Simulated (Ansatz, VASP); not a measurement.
## Two plane-wave programs on SnTe

```
Sn Te
1.0
     0.00000    3.09795    3.09795
     3.09795    0.00000    3.09795
     3.09795    3.09795    0.00000
Sn Te
1 1
Direct
  0.00000 0.00000 0.00000
  0.50000 0.50000 0.50000
```

Alike in both runs: task single point; functional PBE; k mesh 10 × 10 × 10; occupations gaussian, width 0.05 eV; no spin polarisation.

|  | VASP | Ansatz |
| --- | --- | --- |
| version | VASP 6.6.1 | Ansatz 0.2.0 |
| potentials or method | VASP PAW PBE potentials, release 64 (Sn_d, Te), cutoff 520 eV | scalar-relativistic, plane waves, PAW |
| valence electrons in the cell | 20 | 30 |

```tsv
	VASP	Ansatz	Ansatz less VASP
gap on the k mesh at the Fermi level (eV)	0.25	0.25	0.000
least direct gap on the mesh (eV)	0.25	0.25	0.000
pressure (GPa)	5.1	5.1	+0.01
```

With one functional, cell and mesh, what is left measures potentials, basis and numerics. VASP's potentials hold 20 valence electrons a cell and Ansatz's 30, so a difference there can come from the potentials and not from the codes.

Spin-orbit coupling is off throughout.
